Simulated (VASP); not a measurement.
# KF (Pm-3m) in VASP: a series of runs, part 3 of 3

VASP 6.6.1. The steps go on from the part before.

## (5) Electric field gradients, LDA (volume scaled by 0.98)

Contents of INCAR:

```
ALGO = Normal
EDIFF = 1E-8
ENCUT = 520
GGA = CA
ISIF = 2
ISMEAR = -1
LASPH = T
LCHARG = F
LEFG = T
LREAL = F
LWAVE = F
NBANDS = 15
NELM = 60
PREC = Accurate
SIGMA = 0.02
```

Contents of KPOINTS:

```
k-points
0
Gamma
  9 9 9
```

Contents of POSCAR:

```
KF
1.0
    3.2370821598      0.0000000000      0.0000000000
    0.0000000000      3.2370821598      0.0000000000
    0.0000000000      0.0000000000      3.2370821598
K F
1 1
Direct
    0.0000000000      0.0000000000      0.0000000000
    0.5000000000      0.5000000000      0.5000000000
```

Potentials or basis: VASP PAW LDA potentials, release 64 (K_sv, F).

Launch:

```sh
> cat potpaw_LDA.64/K_sv/POTCAR potpaw_LDA.64/F/POTCAR > POTCAR
> mpirun -np 1 vasp_std > vasp.out
```

OUTCAR:

```text
EDIFF = 1E-8
   ENCUT = 520
   GGA = CA
   ISIF = 2
   ISMEAR = -1
   LASPH = T
   LREAL = F
   NELM = 60
   PREC = Accurate

 ion  position               nearest neighbor table
   1  0.000  0.000  0.000-   2 2.80   2 2.80   2 2.80   2 2.80   2 2.80   2 2.80   2 2.80   2 2.80

   2  0.500  0.500  0.500-   1 2.80   1 2.80   1 2.80   1 2.80   1 2.80   1 2.80   1 2.80   1 2.80

  LATTYP: Found a simple cubic cell.
 ALAT       =     3.2370821598

  Lattice vectors:

 A1 = (   3.2370821598,   0.0000000000,   0.0000000000)
 A2 = (   0.0000000000,   3.2370821598,   0.0000000000)
 A3 = (   0.0000000000,   0.0000000000,   3.2370821598)

Analysis of symmetry for initial positions (statically):
=====================================================================
 Subroutine PRICEL returns:
 Original cell was already a primitive cell.

 Routine SETGRP: Setting up the symmetry group for a
 simple cubic supercell.

 Subroutine GETGRP returns: Found 48 space group operations
 (whereof 48 operations were pure point group operations)
 out of a pool of 48 trial point group operations.

The static configuration has the point symmetry O_h .

Analysis of symmetry for dynamics (positions and initial velocities):
=====================================================================
 Subroutine PRICEL returns:
 Original cell was already a primitive cell.

 Routine SETGRP: Setting up the symmetry group for a
 simple cubic supercell.

 Subroutine GETGRP returns: Found 48 space group operations
 (whereof 48 operations were pure point group operations)
 out of a pool of 48 trial point group operations.

The dynamic configuration has the point symmetry O_h .

 Subroutine INISYM returns: Found 48 space group operations
 (whereof 48 operations are pure point group operations),
 and found     1 'primitive' translations

----------------------------------------------------------------------------------------

                                     Primitive cell

  volume of cell :      33.9204

  direct lattice vectors                    reciprocal lattice vectors
     3.237082160  0.000000000  0.000000000     0.308920179  0.000000000  0.000000000
     0.000000000  3.237082160  0.000000000     0.000000000  0.308920179  0.000000000
     0.000000000  0.000000000  3.237082160     0.000000000  0.000000000  0.308920179

  length of vectors
     3.237082160  3.237082160  3.237082160     0.308920179  0.308920179  0.308920179

  position of ions in fractional coordinates (direct lattice)
     0.000000000  0.000000000  0.000000000
     0.500000000  0.500000000  0.500000000

  ion indices of the primitive-cell ions
   primitive index   ion index
                 1           1
                 2           2

----------------------------------------------------------------------------------------

 KPOINTS: k-points

Automatic generation of k-mesh.
 Grid dimensions read from file:
 generate k-points for:    9    9    9

 Generating k-lattice:

  Cartesian coordinates                     Fractional coordinates (reciprocal lattice)
[... 74 lines left out ...]
   EFERMI =   0.00;   METHOD = LEGACY
   ISMEAR =    -1;   SIGMA  =   0.02  broadening in eV -4-tet -1-fermi 0-gaus
   EFERMI_NEDOS =   21; number of points for ismear=-14 and -15
   IALGO  =     38    algorithm
   IMIX   =      4    mixing-type and parameters
     AMIX     =   0.40;   BMIX     =  1.00
     AMIX_MAG =   1.60;   BMIX_MAG =  1.00
  volume/ion in A,a.u.               =      16.96       114.45
  Fermi-wavevector in a.u.,A,eV,Ry     =   1.274367  2.408204 22.096006  1.624011
  Thomas-Fermi vector in A             =   2.407139
   LORBIT       =      0    0 simple, 1 ext, 2 COOP (PROOUT), +10 PAW based schemes
   GGA     = CA    functional components
   LHFCALC =     F    Hartree Fock is set to
   AEXX    =    0.0000 exact exchange contribution
   IVDW    =     0    specifies the selected vdW correction
   LEPSILON=     F    determine dielectric tensor
   LRPA    =     F    only Hartree local field effects (RPA)
 non-spin polarized calculation
  energy-cutoff  :      520.00
  volume of cell :       33.92
 maximum number of plane-waves:       931
   NGX = 13   NGY = 13   NGZ = 13

 number of electron      15.9999988 magnetization

 Free energy of the ion-electron system (eV)
  ---------------------------------------------------
  ext. energy  EPLUGINS =         0.00000000
  ---------------------------------------------------
  free energy    TOTEN  =        -8.89143325 eV

  energy without entropy =       -8.89143325  energy(sigma->0) =       -8.89143325

 E-fermi :  -1.9302     XC(G=0):  -9.8251

 val. band max:       -2.4083444843   @ k =   0.4444   0.4444   0.0000
 cond. band min:       3.6520243297   @ k =   0.0000   0.0000   0.0000
 fundamental gap:      6.0603688140
 Fermi energy:        -1.9302227275

 k-point     1 :       0.0000    0.0000    0.0000
  band No.  band energies     occupation
      1     -28.8646      2.00000
      2     -20.8818      2.00000
      3     -12.0846      2.00000
      4     -12.0846      2.00000
      5     -12.0846      2.00000
      6      -2.4449      2.00000
      7      -2.4449      2.00000
      8      -2.4449      2.00000
      9       3.6520      0.00000
     10       5.6999      0.00000
     11       5.6999      0.00000
     12      11.5734      0.00000
     13      11.5734      0.00000
     14      11.5734      0.00000
[... 401 lines left out ...]
      2     -20.8126      2.00000
      3     -12.8765      2.00000
      4     -12.6951      2.00000
      5     -12.0042      2.00000
      6      -3.1948      2.00000
      7      -2.9823      2.00000
      8      -2.5534      2.00000
      9       6.5728      0.00000
     10       6.9393      0.00000
     11       9.2508      0.00000
     12       9.5174      0.00000
     13       9.8850      0.00000
     14      11.2786      0.00000
     15      14.3922      0.00000

 [... further k-points ...]
[... 5 lines left out ...]
  --------------------------------------------------------------------------------------
  -------------------------------------------------------------------------------------
  Total       -1.1048891     -1.1048891     -1.1048891      0.0000000      0.0000000     -0.0000000
  in kB      -52.1876935    -52.1876935    -52.1876935      0.0000000      0.0000000     -0.0000000
  external PRESSURE =     -52.1876935 kB  Pullay stress =       0.0000000 kB

 VOLUME and BASIS-vectors are now :
 -----------------------------------------------------------------------------
  energy-cutoff  :      520.00
  volume of cell :       33.92
      direct lattice vectors                 reciprocal lattice vectors
     3.237082160  0.000000000  0.000000000     0.308920179  0.000000000  0.000000000
     0.000000000  3.237082160  0.000000000     0.000000000  0.308920179  0.000000000
     0.000000000  0.000000000  3.237082160     0.000000000  0.000000000  0.308920179

 POSITION                                       TOTAL-FORCE (eV/Angst)
 -----------------------------------------------------------------------------------
      0.00000      0.00000      0.00000         0.000000      0.000000      0.000000
      1.61854      1.61854      1.61854         0.000000      0.000000      0.000000
 -----------------------------------------------------------------------------------
    total drift:                                0.000000      0.000000     -0.000000

  FREE ENERGIE OF THE ION-ELECTRON SYSTEM (eV)
  ---------------------------------------------------
  free  energy   TOTEN  =        -8.8914332460 eV

  energy  without entropy=       -8.8914332460  energy(sigma->0) =       -8.89143325

 Electric field gradients (V/A^2)
---------------------------------------------------------------------
 ion       V_xx      V_yy      V_zz      V_xy      V_xz      V_yz
---------------------------------------------------------------------
   1       0.000     0.000    -0.000    -0.000     0.000    -0.000
   2       0.000     0.000    -0.000    -0.000    -0.000    -0.000
---------------------------------------------------------------------

 Electric field gradients after diagonalization (V/A^2)
 (convention: |V_zz| > |V_xx| > |V_yy|)
----------------------------------------------------------------------
 ion       V_xx      V_yy      V_zz     asymmetry (V_yy - V_xx)/ V_zz
----------------------------------------------------------------------
   1       0.000     0.000    -0.000       0.162
   2       0.000     0.000    -0.000       0.029
----------------------------------------------------------------------

           NMR quadrupolar parameters

 Cq : quadrupolar parameter    Cq=e*Q*V_zz/h
 eta: asymmetry parameters     (V_yy - V_xx)/ V_zz
 Q  : nuclear electric quadrupole moment in mb (millibarn)
----------------------------------------------------------------------
 ion       Cq(MHz)       eta       Q (mb)
----------------------------------------------------------------------
   1      -0.000       0.162       1.000
   2      -0.000       0.029       1.000
----------------------------------------------------------------------
```

OSZICAR:

```text
N       E                     dE             d eps       ncg     rms          rms(c)
DAV:   1     0.112701524485E+03    0.11270E+03   -0.83769E+03  1050   0.106E+03
DAV:   2    -0.530980329449E+01   -0.11801E+03   -0.10794E+03  1409   0.293E+02
DAV:   3    -0.991611933550E+01   -0.46063E+01   -0.45867E+01  1302   0.516E+01
DAV:   4    -0.100358496152E+02   -0.11973E+00   -0.11971E+00  1537   0.809E+00
DAV:   5    -0.100372263115E+02   -0.13767E-02   -0.13767E-02  1417   0.775E-01    0.571E+00
DAV:   6    -0.899258584679E+01    0.10446E+01   -0.25029E+00  1134   0.134E+01    0.393E+00
DAV:   7    -0.892956764746E+01    0.63018E-01   -0.77656E-02  1351   0.229E+00    0.221E+00
DAV:   8    -0.889129492420E+01    0.38273E-01   -0.46783E-02  1239   0.211E+00    0.250E-01
DAV:   9    -0.889141524078E+01   -0.12032E-03   -0.25612E-03  1296   0.500E-01    0.895E-02
DAV:  10    -0.889142727628E+01   -0.12035E-04   -0.17952E-04  1439   0.139E-01    0.594E-02
DAV:  11    -0.889143709800E+01   -0.98217E-05   -0.24835E-05  1260   0.599E-02    0.175E-02
DAV:  12    -0.889143320127E+01    0.38967E-05   -0.77713E-06  1272   0.350E-02    0.212E-03
DAV:  13    -0.889143324841E+01   -0.47137E-07   -0.54813E-07  1254   0.667E-03    0.107E-03
DAV:  14    -0.889143324598E+01    0.24284E-08   -0.19763E-08  1227   0.144E-03
   1 F= -.88914332E+01 E0= -.88914332E+01  d E =-.116006E-11
```

Run time: 5.9 s. Hardware: 1 thread of Intel Xeon Platinum 8488C (Sapphire Rapids), shared host; peak memory 0.13 GiB.

What came out:

```
Free energy            : -8.8914 eV
Pressure               : -5.2 GPa
Band gap on the k mesh : 6.06 eV, indirect (least direct gap 6.10 eV)
```

Caveat: without QUAD_EFG the Cq values of the log hold for a quadrupole moment of 1 mb, not for the nuclei. A k mesh can miss the band edges.

## (6) Electric field gradients, LDA (volume scaled by 1.02)

Contents of INCAR:

```
SYSTEM = KF
ALGO = Normal ; EDIFF = 1E-8
ENCUT = 520 ; ISIF = 2
ISMEAR = -1 ; LASPH = .True.
LCHARG = .False. ; LEFG = .True.
LREAL = .False. ; LWAVE = .False.
NBANDS = 15 ; NELM = 60
PREC = Accurate ; SIGMA = 0.02
```

Contents of KPOINTS:

```
k-points
0
Gamma
  9 9 9
  0 0 0
```

Contents of POSCAR:

```
KF
1.0
    3.2805381124      0.0000000000      0.0000000000
    0.0000000000      3.2805381124      0.0000000000
    0.0000000000      0.0000000000      3.2805381124
K F
1 1
Direct
    0.0000000000      0.0000000000      0.0000000000
    0.5000000000      0.5000000000      0.5000000000
```

Potentials or basis: VASP PAW LDA potentials, release 64 (K_sv, F).

Launch:

```sh
> cat potpaw_LDA.64/K_sv/POTCAR potpaw_LDA.64/F/POTCAR > POTCAR
> mpirun -np 1 vasp_std > vasp.out
```

OUTCAR:

```text
SYSTEM = KF
   EDIFF = 1E-8
   ENCUT = 520
   ISIF = 2
   ISMEAR = -1
   LASPH = .True.
   LREAL = .False.
   NELM = 60
   PREC = Accurate

 ion  position               nearest neighbor table
   1  0.000  0.000  0.000-   2 2.84   2 2.84   2 2.84   2 2.84   2 2.84   2 2.84   2 2.84   2 2.84

   2  0.500  0.500  0.500-   1 2.84   1 2.84   1 2.84   1 2.84   1 2.84   1 2.84   1 2.84   1 2.84

  LATTYP: Found a simple cubic cell.
 ALAT       =     3.2805381124

  Lattice vectors:

 A1 = (   3.2805381124,   0.0000000000,   0.0000000000)
 A2 = (   0.0000000000,   3.2805381124,   0.0000000000)
 A3 = (   0.0000000000,   0.0000000000,   3.2805381124)

Analysis of symmetry for initial positions (statically):
=====================================================================
 Subroutine PRICEL returns:
 Original cell was already a primitive cell.

 Routine SETGRP: Setting up the symmetry group for a
 simple cubic supercell.

[... 619 lines left out ...]
  volume of cell :       35.30
      direct lattice vectors                 reciprocal lattice vectors
     3.280538112  0.000000000  0.000000000     0.304828039  0.000000000  0.000000000
     0.000000000  3.280538112  0.000000000     0.000000000  0.304828039  0.000000000
     0.000000000  0.000000000  3.280538112     0.000000000  0.000000000  0.304828039

 POSITION                                       TOTAL-FORCE (eV/Angst)
 -----------------------------------------------------------------------------------
      0.00000      0.00000      0.00000         0.000000      0.000000      0.000000
      1.64027      1.64027      1.64027         0.000000      0.000000      0.000000
 -----------------------------------------------------------------------------------
    total drift:                                0.000000      0.000000     -0.000000

  FREE ENERGIE OF THE ION-ELECTRON SYSTEM (eV)
  ---------------------------------------------------
  free  energy   TOTEN  =        -8.8441918774 eV

  energy  without entropy=       -8.8441918774  energy(sigma->0) =       -8.84419188

 Electric field gradients (V/A^2)
---------------------------------------------------------------------
 ion       V_xx      V_yy      V_zz      V_xy      V_xz      V_yz
---------------------------------------------------------------------
   1       0.000     0.000    -0.000     0.000    -0.000    -0.000
   2      -0.000    -0.000     0.000     0.000     0.000    -0.000
---------------------------------------------------------------------

 Electric field gradients after diagonalization (V/A^2)
 (convention: |V_zz| > |V_xx| > |V_yy|)
----------------------------------------------------------------------
 ion       V_xx      V_yy      V_zz     asymmetry (V_yy - V_xx)/ V_zz
----------------------------------------------------------------------
   1       0.000    -0.000     0.000      -0.816
   2      -0.000    -0.000     0.000       0.023
----------------------------------------------------------------------

           NMR quadrupolar parameters

 Cq : quadrupolar parameter    Cq=e*Q*V_zz/h
 eta: asymmetry parameters     (V_yy - V_xx)/ V_zz
 Q  : nuclear electric quadrupole moment in mb (millibarn)
----------------------------------------------------------------------
 ion       Cq(MHz)       eta       Q (mb)
----------------------------------------------------------------------
   1       0.000      -0.816       1.000
   2       0.000       0.023       1.000
----------------------------------------------------------------------
```

stdout:

```text
POSCAR found type information on POSCAR K F
 POSCAR found :  2 types and       2 ions
 scaLAPACK will be used
 LDA part: xc-table for (Slater(with rela. corr.)+CA(PZ))
 , standard interpolation
 POSCAR, INCAR and KPOINTS ok, starting setup
 FFT: planning ... GRIDC
 FFT: planning ... GRID_SOFT
 FFT: planning ... GRID
 WAVECAR not read
 entering main loop
ion   1

ion   2
```

Run time: 5.9 s. Hardware: 1 thread of Intel Xeon Platinum 8488C (Sapphire Rapids), shared host; peak memory 0.13 GiB.

Results:

* Free energy: -8.8442 eV
* Pressure: -6.1 GPa
* Band gap on the k mesh: 5.79 eV, indirect (least direct gap 5.83 eV)

Caveat: without QUAD_EFG the Cq values of the log hold for a quadrupole moment of 1 mb, not for the nuclei. A k mesh can miss the band edges.

## (7) The runs side by side

| cell | gap on the mesh (eV) | pressure (GPa) |
| --- | --- | --- |
| a = 3.215 Å, 2 atoms | 6.21 | -4.7 |
| a = 3.259 Å, 2 atoms | 5.92 | -5.7 |
| a = 3.237 Å, 2 atoms | 6.06 | -5.2 |
| a = 3.281 Å, 2 atoms | 5.79 | -6.1 |

Alike in all rows: task electric field gradients; level LDA; potentials or basis VASP PAW LDA potentials, release 64 (K_sv, F); no spin polarisation; k mesh 9 × 9 × 9; cutoff (eV) 520; smearing fermi-dirac 0.02 eV.

Absolute energies hang on the potentials; compare differences alone.
